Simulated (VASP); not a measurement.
# Mg3ZnS4 (P1) in VASP: single point with PBEsol

Aim: the single point of Mg3ZnS4 with PBEsol.

All numbers are computed with VASP 6.6.1; they aren't measurements. Logs are shortened: lines on timing, memory, paths and dates and some standing lists are left out, and cuts for length are marked.

## (1) The cell of the first run

The typed cell holds 64 atoms: a = 11.155 Å, b = 11.155 Å, c = 11.155 Å, α = 90.00°, β = 90.00°, γ = 90.00°.

## (2) Single point, PBEsol

File INCAR:

```
PREC = Accurate ; ENCUT = 520
EDIFF = 1E-7 ; ISMEAR = -1
SIGMA = 0.05 ; LREAL = Auto
LASPH = True ; NELM = 100
ALGO = Normal ; ISIF = 2
LWAVE = False ; LCHARG = True
GGA = PS ; LELF = True
LVHAR = True ; ISYM = 0
NBANDS = 206
```

File KPOINTS:

```
Automatic mesh
0
Gamma
  1 1 1
  0.25 0.25 0.25
```

File POSCAR:

```
Mg3ZnS4
1.0
   11.1547620842      0.0000000000      0.0000000000
    0.0000000000     11.1547620842      0.0000000000
    0.0000000000      0.0000000000     11.1547620842
Zn Mg S
8 24 32
Direct
    0.9996290000      0.9968760000      0.9997350000
    0.5036510000      0.0022870000      0.5016290000
    0.7474010000      0.2506920000      0.4995450000
    0.7514870000      0.7507370000      0.4983600000
    0.7518920000      0.5029270000      0.2524770000
    0.9960630000      0.7510760000      0.2496640000
    0.9976190000      0.7513290000      0.7494960000
    0.5022890000      0.2490810000      0.7458500000
    0.9958970000      0.9961500000      0.4997520000
    0.9975470000      0.5033470000      0.0014470000
    0.9944640000      0.5036230000      0.4979660000
    0.5005110000      0.0009250000      0.9978030000
    0.5014790000      0.4981880000      0.9997780000
    0.5056850000      0.4984310000      0.4994100000
    0.2499360000      0.2482190000      0.9978400000
    0.2535310000      0.2475520000      0.5013720000
    0.2446250000      0.7515040000      0.9998940000
    0.2481190000      0.7518950000      0.4998690000
    0.7500160000      0.2493780000      0.0000520000
    0.7549870000      0.7497850000      0.0011850000
    0.2483560000      0.9976130000      0.2492130000
    0.2498040000      0.9999380000      0.7488790000
    0.2479540000      0.5010830000      0.2509220000
    0.2496250000      0.5004600000      0.7497700000
    0.7516060000      0.9983560000      0.2539320000
    0.7496630000      0.9994090000      0.7465870000
    0.7500940000      0.4994890000      0.7456640000
    0.9962010000      0.2499890000      0.2505860000
    0.9979260000      0.2474590000      0.7497260000
    0.5042660000      0.2493260000      0.2530210000
    0.5033550000      0.7498060000      0.2541740000
    0.5021910000      0.7517220000      0.7460390000
    0.1196210000      0.1205680000      0.1204080000
    0.1232710000      0.1229060000      0.6230790000
    0.1186980000      0.6299930000      0.1309590000
    0.1194760000      0.6298320000      0.6289480000
    0.6265890000      0.1226140000      0.1260800000
    0.6224530000      0.1300640000      0.6198020000
    0.6305320000      0.6211790000      0.1292100000
    0.6310200000      0.6298950000      0.6187820000
    0.3746650000      0.3733580000      0.1269660000
    0.3807790000      0.3725640000      0.6282510000
    0.3765190000      0.8735750000      0.1242970000
    0.3793940000      0.8807450000      0.6195060000
    0.8694120000      0.3809240000      0.1290520000
    0.8706260000      0.3693350000      0.6197070000
    0.8828110000      0.8764220000      0.1262210000
    0.8735640000      0.8653340000      0.6244050000
    0.3802490000      0.1186940000      0.3778610000
    0.3802680000      0.1292200000      0.8680680000
    0.3752890000      0.6236830000      0.3775950000
    0.3755130000      0.6274330000      0.8750580000
    0.8696390000      0.1288990000      0.3815690000
    0.8779710000      0.1186000000      0.8794200000
    0.8692740000      0.6325000000      0.3693590000
    0.8780850000      0.6278570000      0.8686460000
    0.1245190000      0.3742860000      0.3773950000
    0.1224080000      0.3757450000      0.8755860000
    0.1182300000      0.8703540000      0.3702160000
    0.1155000000      0.8756300000      0.8724620000
    0.6360890000      0.3761820000      0.3740090000
    0.6224400000      0.3700680000      0.8684650000
    0.6264300000      0.8761800000      0.3858260000
    0.6269620000      0.8741150000      0.8753560000
```

Potentials or basis: VASP PAW PBE potentials, release 64 (Zn, Mg, S).

On the command line:

```sh
$ cat potpaw_PBE.64/Zn/POTCAR potpaw_PBE.64/Mg/POTCAR potpaw_PBE.64/S/POTCAR > POTCAR
$ mpirun -np 1 vasp_std > vasp.out
```

OUTCAR:

```text
PREC = Accurate
   ENCUT = 520
   EDIFF = 1E-7
   ISMEAR = -1
   LREAL = Auto
   LASPH = True
   NELM = 100
   ISIF = 2
   GGA = PS
   ISYM = 0

 ion  position               nearest neighbor table
   1  1.000  0.997  1.000-  54 2.34  47 2.34  33 2.35  60 2.35
   2  0.504  0.002  0.502-  49 2.34  44 2.34  63 2.35  38 2.35
   3  0.747  0.251  0.500-  53 2.33  46 2.33  61 2.34  38 2.36
   4  0.751  0.751  0.498-  40 2.33  48 2.34  63 2.34  55 2.35
   5  0.752  0.503  0.252-  39 2.34  45 2.34  55 2.35  61 2.35
   6  0.996  0.751  0.250-  59 2.33  47 2.33  35 2.33  55 2.35
[... 56 lines left out ...]
  63  0.626  0.876  0.386-   4 2.34   2 2.35  25 2.44  31 2.46
  64  0.627  0.874  0.875-  12 2.42  32 2.43  26 2.43  20 2.44

IMPORTANT INFORMATION: All symmetrisations will be switched off!
NOSYMM: (Re-)initialisation of all symmetry stuff for point group C_1.

----------------------------------------------------------------------------------------

                                     Primitive cell

  volume of cell :    1387.9727

  direct lattice vectors                    reciprocal lattice vectors
    11.154762084  0.000000000  0.000000000     0.089647811  0.000000000  0.000000000
     0.000000000 11.154762084  0.000000000     0.000000000  0.089647811  0.000000000
     0.000000000  0.000000000 11.154762084     0.000000000  0.000000000  0.089647811

  length of vectors
    11.154762084 11.154762084 11.154762084     0.089647811  0.089647811  0.089647811

  position of ions in fractional coordinates (direct lattice)
     0.999629000  0.996876000  0.999735000
     0.503651000  0.002287000  0.501629000
     0.747401000  0.250692000  0.499545000
     0.751487000  0.750737000  0.498360000
     0.751892000  0.502927000  0.252477000
     0.996063000  0.751076000  0.249664000
[... 56 lines left out ...]
     0.626430000  0.876180000  0.385826000
     0.626962000  0.874115000  0.875356000

  ion indices of the primitive-cell ions
   primitive index   ion index
                 1           1
                 2           2
                 3           3
                 4           4
                 5           5
                 6           6
[... 56 lines left out ...]
                63          63
                64          64

----------------------------------------------------------------------------------------

[... 49 lines left out ...]
   LREAL  =      T    real-space projection
   EDIFFG = 0.1E-05   stopping-criterion for IOM
   NSW    =      0    number of steps for IOM
   IBRION =     -1    ionic relax: 0-MD 1-quasi-New 2-CG
   NFREE  =      0    steps in history (QN), initial steepest desc. (CG)
   ISIF   =      2    stress and relaxation
   ISYM   =      0    0-nonsym 1-usesym 2-fastsym
   POTIM  = 0.5000    time-step for ionic-motion
   TEBEG  =    0.0;   TEEND  =   0.0 temperature during run
   PSTRESS=    0.0 pullay stress
   NELECT =     336.0000    total number of electrons
   NUPDOWN=      -1.0000    fix difference up-down
   EMIN   =  10.00;   EMAX   =-10.00  energy-range for DOS
   EFERMI =   0.00;   METHOD = LEGACY
   ISMEAR =    -1;   SIGMA  =   0.05  broadening in eV -4-tet -1-fermi 0-gaus
   EFERMI_NEDOS =   21; number of points for ismear=-14 and -15
   IALGO  =     38    algorithm
   IMIX   =      4    mixing-type and parameters
     AMIX     =   0.40;   BMIX     =  1.00
     AMIX_MAG =   1.60;   BMIX_MAG =  1.00
  volume/ion in A,a.u.               =      21.69       146.35
  Fermi-wavevector in a.u.,A,eV,Ry     =   1.020299  1.928086 14.163811  1.041011
  Thomas-Fermi vector in A             =   2.153861
   LORBIT       =      0    0 simple, 1 ext, 2 COOP (PROOUT), +10 PAW based schemes
   GGA     = PS    functional components
   LHFCALC =     F    Hartree Fock is set to
   AEXX    =    0.0000 exact exchange contribution
   IVDW    =     0    specifies the selected vdW correction
   LEPSILON=     F    determine dielectric tensor
   LRPA    =     F    only Hartree local field effects (RPA)
 non-spin polarized calculation
  energy-cutoff  :      520.00
  volume of cell :     1387.97
 maximum number of plane-waves:     37347
 NGX is ok and might be reduce to    84
   NGX = 41   NGY = 41   NGZ = 41

 number of electron     336.0000004 magnetization

 Free energy of the ion-electron system (eV)
  ---------------------------------------------------
  ext. energy  EPLUGINS =         0.00000000
  ---------------------------------------------------
  free energy    TOTEN  =      -274.19778892 eV

  energy without entropy =     -274.19778892  energy(sigma->0) =     -274.19778892

 E-fermi :   2.5850     XC(G=0):  -8.9132

 val. band max:        1.3169593523   @ k =   0.2500  -0.2500   0.2500
 cond. band min:       4.9803060382   @ k =   0.2500  -0.2500   0.2500
 fundamental gap:      3.6633466859
 Fermi energy:         2.5850085105

 k-point     1 :       0.2500    0.2500    0.2500
  band No.  band energies     occupation
      1     -10.4436      2.00000
      2     -10.2706      2.00000
      3     -10.2066      2.00000
      4     -10.0724      2.00000
      5     -10.0181      2.00000
      6      -9.9533      2.00000
[... 721 lines left out ...]
    179       6.1046      0.00000
    180       6.1763      0.00000
 [bands above 180 left out]

------------------------ aborting loop because EDIFF is reached ----------------------------------------

  FORCE on cell =-STRESS in cart. coord.  units (eV):
  Direction    XX          YY          ZZ          XY          YZ          ZX
  --------------------------------------------------------------------------------------
  -------------------------------------------------------------------------------------
  Total       -0.0193806     -0.3183246     -0.2887384     -0.1715533     -0.0886704      0.0439424
  in kB       -0.0223716     -0.3674513     -0.3332991     -0.1980289     -0.1023548      0.0507240
  external PRESSURE =      -0.2410407 kB  Pullay stress =       0.0000000 kB

 VOLUME and BASIS-vectors are now :
 -----------------------------------------------------------------------------
  energy-cutoff  :      520.00
  volume of cell :     1387.97
      direct lattice vectors                 reciprocal lattice vectors
    11.154762084  0.000000000  0.000000000     0.089647811  0.000000000  0.000000000
     0.000000000 11.154762084  0.000000000     0.000000000  0.089647811  0.000000000
     0.000000000  0.000000000 11.154762084     0.000000000  0.000000000  0.089647811

 POSITION                                       TOTAL-FORCE (eV/Angst)
 -----------------------------------------------------------------------------------
     11.15062     11.11991     11.15181        -0.001387     -0.003720     -0.005531
      5.61811      0.02551      5.59555        -0.008574     -0.007989     -0.008485
      8.33708      2.79641      5.57231        -0.003099     -0.005906     -0.001839
      8.38266      8.37429      5.55909        -0.004585     -0.005726     -0.003384
      8.38718      5.61003      2.81632        -0.007585     -0.006408     -0.007818
     11.11085      8.37807      2.78494        -0.002260     -0.006060     -0.003500
[... 56 lines left out ...]
      6.98768      9.77358      4.30380        -0.001284     -0.000660     -0.018416
      6.99361      9.75054      9.76439        -0.005969     -0.003549     -0.004311
 -----------------------------------------------------------------------------------
    total drift:                               -0.008542     -0.002615      0.015282

  FREE ENERGIE OF THE ION-ELECTRON SYSTEM (eV)
  ---------------------------------------------------
  free  energy   TOTEN  =      -274.1977889181 eV

  energy  without entropy=     -274.1977889181  energy(sigma->0) =     -274.19778892
```

Run time: 49 min. Hardware: 1 thread of AMD EPYC 7R43 (Zen 3), shared host; peak memory 1.5 GiB.

Results:

| Property | Result |
| --- | --- |
| Free energy | -274.1978 eV |
| Pressure | 0.0 GPa |
| Largest force | 0.025 eV/Å |
| Band gap on the k mesh | 3.66 eV, direct |

Forces on the atoms (eV/Å):
```
Zn  -0.001 -0.004 -0.006
Zn  -0.009 -0.008 -0.008
Zn  -0.003 -0.006 -0.002
Zn  -0.005 -0.006 -0.003
Zn  -0.008 -0.006 -0.008
Zn  -0.002 -0.006 -0.004
Zn  -0.001 -0.008 -0.007
Zn  -0.008 -0.005 -0.005
Mg   0.009  0.004  0.005
Mg   0.007  0.001  0.001
Mg   0.008  0.005  0.005
Mg   0.002  0.005  0.003
Mg   0.002  0.002  0.001
Mg  -0.001  0.001  0.006
Mg   0.004  0.003  0.002
Mg   0.001  0.004  0.003
Mg   0.003  0.006  0.003
Mg  -0.001  0.003  0.006
Mg   0.006  0.006 -0.001
Mg   0.002  0.004  0.003
Mg   0.001  0.003  0.001
Mg   0.002  0.005  0.009
Mg   0.001  0.003  0.003
Mg   0.004  0.004  0.006
Mg   0.006  0.004  0.001
Mg   0.006  0.006  0.003
Mg   0.004  0.002  0.007
Mg   0.009  0.005  0.004
Mg   0.007  0.004  0.005
Mg  -0.002  0.005  0.002
Mg   0.000  0.005  0.000
Mg   0.002  0.003  0.006
S    0.010  0.012  0.009
S   -0.004 -0.004 -0.003
S    0.010 -0.012 -0.012
S    0.006 -0.014 -0.014
S   -0.002 -0.004 -0.001
S    0.016 -0.006  0.016
S   -0.012  0.006 -0.013
S   -0.013 -0.012  0.009
S   -0.002 -0.006 -0.003
S   -0.011  0.011 -0.014
S   -0.003 -0.004 -0.003
S   -0.010 -0.013  0.007
S    0.007 -0.012 -0.013
S    0.010  0.010  0.011
S   -0.022 -0.001  0.002
S    0.002  0.025  0.001
S   -0.012  0.009 -0.012
S   -0.013 -0.013  0.011
S   -0.001 -0.003 -0.006
S   -0.004 -0.006 -0.006
S    0.008 -0.008 -0.016
S   -0.015  0.009 -0.014
S    0.016 -0.004  0.017
S   -0.013 -0.013  0.012
S   -0.005 -0.006 -0.008
S   -0.004 -0.003 -0.007
S    0.011  0.011  0.014
S    0.022  0.001  0.003
S   -0.018  0.000  0.003
S    0.011  0.009  0.012
S   -0.001 -0.001 -0.018
S   -0.006 -0.004 -0.004
```

Caveat: the k points lie up to 0.56 Å⁻¹ apart; the PAW data sets were made with another functional, which shifts forces and pressure a little. A k mesh can miss the band edges.
